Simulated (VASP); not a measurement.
# Au: single point with PBEsol

The system is Au.

```
Au
1.0
     3.30699    0.00000    0.00000
     0.00000    3.30699    0.00000
     0.00000    0.00000    3.20324
Au
2
Direct
  0.00000 0.00000 0.00000
  0.50000 0.50000 0.50000
```

This cell differs from its parent crystal: biaxial strain in the a-b plane: +2.0 %.

```json
{
  "Program": "VASP 6.6.1",
  "Task": "single point",
  "Functional": "PBEsol",
  "Potentials or basis": "VASP PAW PBE potentials, release 64 (Au)",
  "Cutoff": "520 eV",
  "k mesh": "16 × 16 × 16",
  "Occupations": "gaussian, width 0.1 eV",
  "Spin": "no spin polarisation",
  "Dipole correction": "no",
  "Further INCAR settings": "ALGO = Fast; EDIFF = 1e-06; NBANDS = 18"
}
```

The pressure is -4.4 GPa. The band gap on the k mesh is zero (bands 11 and 12 overlap by 5.04 eV).

Stress tensor (GPa, compression positive):
```
-4.24  0.00  0.00
 0.00 -4.24  0.00
 0.00  0.00 -4.65
```

Levels at points of the mesh, in eV from the Fermi level:
| k point | band 7 | band 8 | band 9 | band 10 | band 11 | band 12 | band 13 | band 14 | band 15 | band 16 |
| --- | --- | --- | --- | --- | --- | --- | --- | --- | --- | --- |
| (0.00, 0.00, 0.00) | -2.94 | -2.69 | -1.72 | -1.72 | -1.66 | 5.96 | 5.96 | 6.88 | 9.36 | 15.41 |
| (0.50, 0.00, 0.00) | -3.95 | -3.95 | -3.28 | -3.28 | -2.01 | -2.01 | 12.61 | 12.61 | 13.21 | 13.21 |
| (0.50, 0.50, 0.00) | -2.69 | -2.69 | -1.36 | -1.36 | -0.67 | -0.67 | 3.26 | 3.26 | 12.67 | 12.67 |
| (0.00, 0.00, 0.50) | -4.13 | -4.13 | -3.36 | -3.36 | -1.63 | -1.63 | 12.22 | 12.22 | 13.56 | 13.56 |
| (0.50, 0.00, 0.50) | -2.53 | -2.53 | -1.32 | -1.32 | -0.48 | -0.48 | 3.52 | 3.52 | 12.22 | 12.22 |
| (0.50, 0.50, 0.50) | -2.63 | -2.63 | -2.51 | -2.51 | 2.81 | 2.81 | 6.91 | 6.91 | 7.20 | 7.20 |

It took 4.6 min on 1 thread of Intel Xeon 8259CL (shared host), peak memory 0.32 GiB.

Caveat: the cell differs from its parent crystal (biaxial strain in the a-b plane: +2.0 %); the cell stands under tension; the PAW data sets were made with another functional, which shifts forces and pressure a little; spin-orbit coupling is left out, which moves the levels of the heavy elements.
